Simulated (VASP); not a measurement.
## Si: single point with PBE

The system is Si.

```xyz
54
Lattice="0.0000 8.1407 8.1407 8.1407 0.0000 8.1407 8.1407 8.1407 0.0000" Properties=species:S:1:pos:R:3 pbc="T T T"
Si    4.0703    4.0703    4.0703
Si    6.7839    6.7839    4.0703
Si    9.4975    9.4975    4.0703
Si    6.7839    4.0703    6.7839
Si    9.4975    6.7839    6.7839
Si   12.2110    9.4975    6.7839
Si    9.4975    4.0703    9.4975
Si   12.2110    6.7839    9.4975
Si   14.9246    9.4975    9.4975
Si    4.0703    6.7839    6.7839
Si    6.7839    9.4975    6.7839
Si    9.4975   12.2110    6.7839
Si    6.7839    6.7839    9.4975
Si    9.4975    9.4975    9.4975
Si   12.2110   12.2110    9.4975
Si    9.4975    6.7839   12.2110
Si   12.2110    9.4975   12.2110
Si   14.9246   12.2110   12.2110
Si    4.0703    9.4975    9.4975
Si    6.7839   12.2110    9.4975
Si    9.4975   14.9246    9.4975
Si    6.7839    9.4975   12.2110
Si    9.4975   12.2110   12.2110
Si   12.2110   14.9246   12.2110
Si    9.4975    9.4975   14.9246
Si   12.2110   12.2110   14.9246
Si   14.9246   14.9246   14.9246
Si    2.7136    2.7136    2.7136
Si    5.4271    5.4271    2.7136
Si    8.1407    8.1407    2.7136
Si    5.4271    2.7136    5.4271
Si    8.1407    5.4271    5.4271
Si   10.8542    8.1407    5.4271
Si    8.1407    2.7136    8.1407
Si   10.8542    5.4271    8.1407
Si   13.5678    8.1407    8.1407
Si    2.7136    5.4271    5.4271
Si    5.4271    8.1407    5.4271
Si    8.1407   10.8542    5.4271
Si    5.4271    5.4271    8.1407
Si    8.1407    8.1407    8.1407
Si   10.8542   10.8542    8.1407
Si    8.1407    5.4271   10.8542
Si   10.8542    8.1407   10.8542
Si   13.5678   10.8542   10.8542
Si    2.7136    8.1407    8.1407
Si    5.4271   10.8542    8.1407
Si    8.1407   13.5678    8.1407
Si    5.4271    8.1407   10.8542
Si    8.1407   10.8542   10.8542
Si   10.8542   13.5678   10.8542
Si    8.1407    8.1407   13.5678
Si   10.8542   10.8542   13.5678
Si   13.5678   13.5678   13.5678
```

```json
{
  "Program": "VASP 6.6.1",
  "Task": "single point",
  "Functional": "PBE",
  "Potentials or basis": "VASP PAW PBE potentials, release 64 (Si)",
  "Cutoff": "520 eV",
  "k mesh": "1 × 1 × 1",
  "Occupations": "gaussian, width 0.05 eV",
  "Spin": "no spin polarisation",
  "Dipole correction": "no",
  "Further INCAR settings": "LREAL = Auto; ALGO = Normal; EDIFF = 1e-06; NBANDS = 141"
}
```

The pressure is 4.1 GPa. The band gap on the k mesh is 0.69 eV.

Levels at points of the mesh, in eV from the valence-band top:
| k point | band 106 | band 107 | band 108 | band 109 | band 110 | band 111 |
| --- | --- | --- | --- | --- | --- | --- |
| (0.00, 0.00, 0.00) | 0.00 | 0.00 | 0.00 | 0.69 | 0.69 | 0.69 |

Run time: 6 min on 1 thread of Intel(R) Xeon(R) Platinum 8488C (Sapphire Rapids) (shared host), peak memory 1.2 GiB.

Caveat: the k points lie up to 0.67 Å⁻¹ apart. A k mesh can miss the band edges.
